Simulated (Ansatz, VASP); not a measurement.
Mo in VASP and in Ansatz

```xyz
1
Lattice="-1.5752 1.5752 1.5752 1.5752 -1.5752 1.5752 1.5752 1.5752 -1.5752" Properties=species:S:1:pos:R:3 pbc="T T T"
Mo    0.0000    0.0000    0.0000
```

Alike in both runs: functional r2SCAN; k mesh 18 × 18 × 18; occupations gaussian, width 0.1 eV; no spin polarisation.

Ansatz relaxed the structure, and its values are those at the end. VASP's run is a single point on that final structure, the one shown.

|  | VASP | Ansatz |
| --- | --- | --- |
| version | VASP 6.6.1 | Ansatz 0.2.0 |
| potentials or method | VASP PAW PBE potentials, release 64 (Mo_sv), cutoff 520 eV | scalar-relativistic, plane waves, PAW |
| valence electrons in the cell | 14 | 14 |

|  | VASP | Ansatz | Ansatz less VASP |
| --- | --- | --- | --- |
| gap on the k mesh at the Fermi level (eV) | none | none | - |
| pressure (GPa) | 1.1 | 0.0 | -1.13 |

VASP's potentials were made for PBE, not for r2SCAN. A gap of «none» marks a metal or a gap that the smearing closes.
